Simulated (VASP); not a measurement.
# BN (P6_3/mmc) in VASP: dielectric tensor with PBEsol

Aim: the dielectric tensor of BN with PBEsol.

All numbers are computed with VASP 6.6.1; they aren't measurements. Logs are shortened: lines on timing, memory, paths and dates and some standing lists are left out, and cuts for length are marked.

## (1) The cell of the first run

Symmetry: P6_3/mmc, No. 194, hexagonal system. Conventional cell: a = 2.498 Å, b = 2.498 Å, c = 6.636 Å, α = 90.00°, β = 90.00°, γ = 120.00°. Within 1.9 Å of B (site symmetry -6m2) lie 3 N at 1.44 Å. N (site symmetry -6m2) has 3 B at 1.44 Å within 1.9 Å.

## (2) Dielectric tensor, PBEsol

The input, INCAR:

```
PREC = Accurate
ENCUT = 520
EDIFF = 1E-8
ISMEAR = 0
SIGMA = 0.01
LREAL = False
LASPH = True
NELM = 100
ALGO = Normal
ISIF = 2
LWAVE = False
LCHARG = False
GGA = PS
LEPSILON = True
```

The input, KPOINTS:

```
regular mesh
0
Gamma
  12 12 4
```

The input, POSCAR:

```
BN
1.0
    2.4982400000      0.0000000000      0.0000000000
   -1.2491200000      2.1635393048      0.0000000000
    0.0000000000      0.0000000000      6.6357000000
B N
2 2
Direct
    0.3333333333      0.6666666667      0.2500000000
    0.6666666667      0.3333333333      0.7500000000
    0.3333333333      0.6666666667      0.7500000000
    0.6666666667      0.3333333333      0.2500000000
```

Potentials or basis: VASP PAW PBE potentials, release 64 (B, N).

Started as:

```console
cat potpaw_PBE.64/B/POTCAR potpaw_PBE.64/N/POTCAR > POTCAR
mpirun -np 1 vasp_std > vasp.out
```

OUTCAR:

```text
PREC = Accurate
   ENCUT = 520
   EDIFF = 1E-8
   ISMEAR = 0
   LREAL = False
   LASPH = True
   NELM = 100
   ISIF = 2
   GGA = PS
   LEPSILON = True

 ion  position               nearest neighbor table
   1  0.333  0.667  0.250-   4 1.44   4 1.44   4 1.44
   2  0.667  0.333  0.750-   3 1.44   3 1.44   3 1.44
   3  0.333  0.667  0.750-   2 1.44   2 1.44   2 1.44
   4  0.667  0.333  0.250-   1 1.44   1 1.44   1 1.44

  LATTYP: Found a hexagonal cell.
 ALAT       =     2.4982400000
 C/A-ratio  =     2.6561499296

  Lattice vectors:

 A1 = (   2.4982400000,   0.0000000000,   0.0000000000)
 A2 = (  -1.2491200000,   2.1635393048,   0.0000000000)
 A3 = (   0.0000000000,   0.0000000000,   6.6357000000)

Analysis of symmetry for initial positions (statically):
=====================================================================
 Subroutine PRICEL returns:
 Original cell was already a primitive cell.

 Routine SETGRP: Setting up the symmetry group for a
 hexagonal supercell.

 Subroutine GETGRP returns: Found 24 space group operations
 (whereof 12 operations were pure point group operations)
 out of a pool of 24 trial point group operations.

The static configuration has the point symmetry D_3d.
 The point group associated with its full space group is D_6h.

Analysis of symmetry for dynamics (positions and initial velocities):
=====================================================================
 Subroutine PRICEL returns:
 Original cell was already a primitive cell.

 Routine SETGRP: Setting up the symmetry group for a
 hexagonal supercell.

 Subroutine GETGRP returns: Found 24 space group operations
 (whereof 12 operations were pure point group operations)
 out of a pool of 24 trial point group operations.

The dynamic configuration has the point symmetry D_3d.
 The point group associated with its full space group is D_6h.

 Subroutine INISYM returns: Found 24 space group operations
 (whereof 12 operations are pure point group operations),
 and found     1 'primitive' translations

----------------------------------------------------------------------------------------

                                     Primitive cell

  volume of cell :      35.8662

  direct lattice vectors                    reciprocal lattice vectors
     2.498240000  0.000000000  0.000000000     0.400281798  0.231102804  0.000000000
    -1.249120000  2.163539305  0.000000000     0.000000000  0.462205608  0.000000000
     0.000000000  0.000000000  6.635700000     0.000000000  0.000000000  0.150700002

  length of vectors
     2.498240000  2.498240000  6.635700000     0.462205608  0.462205608  0.150700002

  position of ions in fractional coordinates (direct lattice)
     0.333333333  0.666666667  0.250000000
     0.666666667  0.333333333  0.750000000
     0.333333333  0.666666667  0.750000000
     0.666666667  0.333333333  0.250000000

  ion indices of the primitive-cell ions
   primitive index   ion index
                 1           1
                 2           2
                 3           3
                 4           4

----------------------------------------------------------------------------------------

 KPOINTS: regular mesh

Automatic generation of k-mesh.
 Grid dimensions read from file:
 generate k-points for:   12   12    4

 Generating k-lattice:

  Cartesian coordinates                     Fractional coordinates (reciprocal lattice)
     0.033356817  0.019258567  0.000000000     0.083333333 -0.000000000  0.000000000
     0.000000000  0.038517134  0.000000000     0.000000000  0.083333333  0.000000000
     0.000000000  0.000000000  0.037675000     0.000000000  0.000000000  0.250000000

  Length of vectors
     0.038517134  0.038517134  0.037675000

  Shift w.r.t. Gamma in fractional coordinates (k-lattice)
     0.000000000  0.000000000  0.000000000

 Subroutine IBZKPT returns following result:
 ===========================================

 Found     57 irreducible k-points:

 Following reciprocal coordinates:
            Coordinates               Weight
  0.000000  0.000000  0.000000      1.000000
  0.083333 -0.000000  0.000000      6.000000
  0.166667  0.000000  0.000000      6.000000
  0.250000  0.000000  0.000000      6.000000
  0.333333  0.000000  0.000000      6.000000
  0.416667  0.000000  0.000000      6.000000
[... 16 lines left out ...]
  0.250000  0.000000  0.250000     12.000000
[... 26 lines left out ...]
   ISIF   =      2    stress and relaxation
   ISYM   =      2    0-nonsym 1-usesym 2-fastsym
   POTIM  = 0.5000    time-step for ionic-motion
   TEBEG  =    0.0;   TEEND  =   0.0 temperature during run
   PSTRESS=    0.0 pullay stress
   NELECT =      16.0000    total number of electrons
   NUPDOWN=      -1.0000    fix difference up-down
   EMIN   =  10.00;   EMAX   =-10.00  energy-range for DOS
   EFERMI =   0.00;   METHOD = LEGACY
   ISMEAR =     0;   SIGMA  =   0.01  broadening in eV -4-tet -1-fermi 0-gaus
   EFERMI_NEDOS =   21; number of points for ismear=-14 and -15
   IALGO  =     38    algorithm
   IMIX   =      4    mixing-type and parameters
     AMIX     =   0.40;   BMIX     =  1.00
     AMIX_MAG =   1.60;   BMIX_MAG =  1.00
  volume/ion in A,a.u.               =       8.97        60.51
  Fermi-wavevector in a.u.,A,eV,Ry     =   1.250891  2.363842 21.289433  1.564729
  Thomas-Fermi vector in A             =   2.384864
   LORBIT       =      0    0 simple, 1 ext, 2 COOP (PROOUT), +10 PAW based schemes
   GGA     = PS    functional components
   LHFCALC =     F    Hartree Fock is set to
   AEXX    =    0.0000 exact exchange contribution
   IVDW    =     0    specifies the selected vdW correction
   LEPSILON=     T    determine dielectric tensor
   LRPA    =     F    only Hartree local field effects (RPA)
 non-spin polarized calculation
 Gauss-broadening in eV      SIGMA  =   0.01
  energy-cutoff  :      520.00
  volume of cell :       35.87
 maximum number of plane-waves:       985
 NGX is ok and might be reduce to    20
   NGX =  9   NGY =  9   NGZ = 25

--------------------------------------- Ionic step        1  -------------------------------------------

 number of electron      15.9999997 magnetization

 E-fermi :   2.3127     XC(G=0): -10.3220

 val. band max:        2.2232965486   @ k =   0.3333   0.3333   0.5000
 cond. band min:       6.4023010477   @ k =   0.5000   0.0000   0.0000
 fundamental gap:      4.1790044991
 Fermi energy:         2.3126828458

 k-point     1 :       0.0000    0.0000    0.0000
  band No.  band energies     occupation
      1     -15.5778      2.00000
      2     -15.2728      2.00000
      3      -4.1062      2.00000
      4      -1.9233      2.00000
      5       0.9265      2.00000
      6       0.9265      2.00000
      7       0.9641      2.00000
      8       0.9641      2.00000
      9       7.2819      0.00000
     10      12.4335      0.00000
     11      13.7874      0.00000
     12      13.7876      0.00000
[... 331 lines left out ...]
 k-point    24 :       0.3333    0.0000    0.2500
  band No.  band energies     occupation
      1     -13.5361      2.00000
      2     -13.3815      2.00000
      3      -4.6738      2.00000
      4      -4.6141      2.00000
      5      -1.3511      2.00000
      6      -1.3070      2.00000
      7      -1.0321      2.00000
      8       0.2168      2.00000
      9       9.0217      0.00000
     10       9.6190      0.00000
     11      11.0949      0.00000
     12      12.4544      0.00000

 [... further k-points ...]

  FORCE on cell =-STRESS in cart. coord.  units (eV):
  Direction    XX          YY          ZZ          XY          YZ          ZX
  --------------------------------------------------------------------------------------
  -------------------------------------------------------------------------------------
  Total        0.7364478      0.7364478      0.1771066      0.0000000      0.0000000      0.0000000
  in kB       32.8978019     32.8978019      7.9115133      0.0000000      0.0000000      0.0000000
  external PRESSURE =      24.5690390 kB  Pullay stress =       0.0000000 kB

 VOLUME and BASIS-vectors are now :
 -----------------------------------------------------------------------------
  energy-cutoff  :      520.00
  volume of cell :       35.87
      direct lattice vectors                 reciprocal lattice vectors
     2.498240000  0.000000000  0.000000000     0.400281798  0.231102804  0.000000000
    -1.249120000  2.163539305  0.000000000     0.000000000  0.462205608  0.000000000
     0.000000000  0.000000000  6.635700000     0.000000000  0.000000000  0.150700002

 POSITION                                       TOTAL-FORCE (eV/Angst)
 -----------------------------------------------------------------------------------
     -0.00000      1.44236      1.65892        -0.000000      0.000000      0.000000
      1.24912      0.72118      4.97677         0.000000     -0.000000      0.000000
     -0.00000      1.44236      4.97677         0.000000      0.000000      0.000000
      1.24912      0.72118      1.65892         0.000000      0.000000      0.000000
 -----------------------------------------------------------------------------------
    total drift:                                0.000000     -0.000000      0.000000

  FREE ENERGIE OF THE ION-ELECTRON SYSTEM (eV)
  ---------------------------------------------------
  free  energy   TOTEN  =       -36.5629181966 eV

  energy  without entropy=      -36.5629181966  energy(sigma->0) =      -36.56291820

 HEAD OF MICROSCOPIC STATIC DIELECTRIC TENSOR (INDEPENDENT PARTICLE, excluding Hartree and local field effects)
 ------------------------------------------------------
           4.928316     0.000000     0.000000
           0.000000     4.928316     0.000000
           0.000000     0.000000     3.084063
 ------------------------------------------------------

 Free energy of the ion-electron system (eV)
  ---------------------------------------------------
  ---------------------------------------------------
  free energy    TOTEN  =        -0.39939621 eV

  energy without entropy =       -0.39939621

------------------------ aborting loop because EDIFF is reached ----------------------------------------

--------------------------------------- Ionic step        2  -------------------------------------------

------------------------ aborting loop because EDIFF is reached ----------------------------------------

--------------------------------------- Ionic step        3  -------------------------------------------

 Free energy of the ion-electron system (eV)
  ---------------------------------------------------
  ---------------------------------------------------
  free energy    TOTEN  =        -0.19053007 eV

  energy without entropy =       -0.19053007

------------------------ aborting loop because EDIFF is reached ----------------------------------------

 PIEZOELECTRIC TENSOR FIELD DIRECTION 3  (e Angst)
 -----------------------------------------------------------------------------
    -0.00026  0.00000  0.00000           ( -0.00000  0.00000  0.00000)
     0.00000 -0.00026 -0.00000           (  0.00000 -0.00000 -0.00000)
     0.00000 -0.00000  0.00023           (  0.00000 -0.00000 -0.00001)

 PIEZOELECTRIC TENSOR FIELD DIRECTION 3  (C/m^2)
 -----------------------------------------------------------------------------
    -0.00012  0.00000  0.00000
     0.00000 -0.00012 -0.00000
     0.00000 -0.00000  0.00010

 MACROSCOPIC STATIC DIELECTRIC TENSOR (including local field effects in DFT)
 ------------------------------------------------------
           4.809800     0.000000    -0.000000
           0.000000     4.809800     0.000000
           0.000000    -0.000000     2.742469
 ------------------------------------------------------

 PIEZOELECTRIC TENSOR (including local field effects)  for field in x, y, z        (e  Angst)
          XX          YY          ZZ          XY          YZ          ZX
  --------------------------------------------------------------------------------
  x     0.00000     0.00000     0.00000     0.00000     0.00000     0.00000
  y     0.00000     0.00000     0.00000     0.00000     0.00000     0.00000
  z     0.00000     0.00000     0.00000     0.00000     0.00000     0.00000

 PIEZOELECTRIC TENSOR (including local field effects)  for field in x, y, z        (C/m^2)
          XX          YY          ZZ          XY          YZ          ZX
  --------------------------------------------------------------------------------
  x     0.00000     0.00000     0.00000     0.00000     0.00000     0.00000
  y     0.00000     0.00000     0.00000     0.00000     0.00000     0.00000
  z     0.00000     0.00000     0.00000     0.00000     0.00000     0.00000

 BORN EFFECTIVE CHARGES (including local field effects) (in |e|, cummulative output)
 ---------------------------------------------------------------------------------
 ion    1
    1     2.70652     0.00000     0.00000
    2     0.00000     2.70652     0.00000
    3     0.00000     0.00000     0.74872
 ion    2
    1     2.70652     0.00000     0.00000
    2     0.00000     2.70652     0.00000
    3     0.00000     0.00000     0.74872
 ion    3
    1    -2.70652     0.00000     0.00000
    2     0.00000    -2.70652     0.00000
    3     0.00000     0.00000    -0.74872
 ion    4
    1    -2.70652     0.00000     0.00000
    2     0.00000    -2.70652     0.00000
    3     0.00000     0.00000    -0.74872
```

Run time: 3.4 min. Hardware: 1 thread of Intel Xeon Platinum 8259CL at 2.50GHz (Skylake/Cascade Lake), shared host; peak memory 0.27 GiB.

Results:

```
Band gap on the k mesh                  : 4.18 eV (least direct gap 4.60 eV)
Electronic dielectric tensor (diagonal) : 4.81, 4.81, 2.74
Born charges (mean of the diagonal)     : B +2.05; N -2.05 e
```

Levels at points of the mesh, in eV from the valence-band top:
| k point | band 4 | band 5 | band 6 | band 7 | band 8 | band 9 | band 10 | band 11 | band 12 |
| --- | --- | --- | --- | --- | --- | --- | --- | --- | --- |
| (0.00, 0.00, 0.00) | -4.15 | -1.30 | -1.30 | -1.26 | -1.26 | 5.06 | 10.21 | 11.56 | 11.56 |
| (0.50, 0.00, 0.00) | -8.88 | -4.14 | -4.08 | -1.47 | -0.44 | 4.18 | 5.61 | 9.51 | 9.97 |
| (0.00, 0.00, 0.50) | -5.37 | -1.28 | -1.28 | -1.28 | -1.28 | 7.48 | 7.48 | 11.63 | 11.63 |
| (0.50, 0.00, 0.50) | -8.92 | -4.11 | -4.11 | -0.93 | -0.93 | 4.66 | 4.66 | 9.93 | 9.93 |

Electronic dielectric tensor:
```
4.81 0.00 0.00
0.00 4.81 0.00
0.00 0.00 2.74
```

Born effective charge tensors (e):
atom 1, B
```
2.71 0.00 0.00
0.00 2.71 0.00
0.00 0.00 0.75
```
atom 2, B
```
2.71 0.00 0.00
0.00 2.71 0.00
0.00 0.00 0.75
```
atom 3, N
```
-2.71  0.00  0.00
 0.00 -2.71  0.00
 0.00  0.00 -0.75
```
atom 4, N
```
-2.71  0.00  0.00
 0.00 -2.71  0.00
 0.00  0.00 -0.75
```

Caveat: the PAW data sets were made with another functional, which shifts forces and pressure a little; this functional lacks dispersion, which binds the layers, so the pressure and a relaxed spacing across them are unreliable.
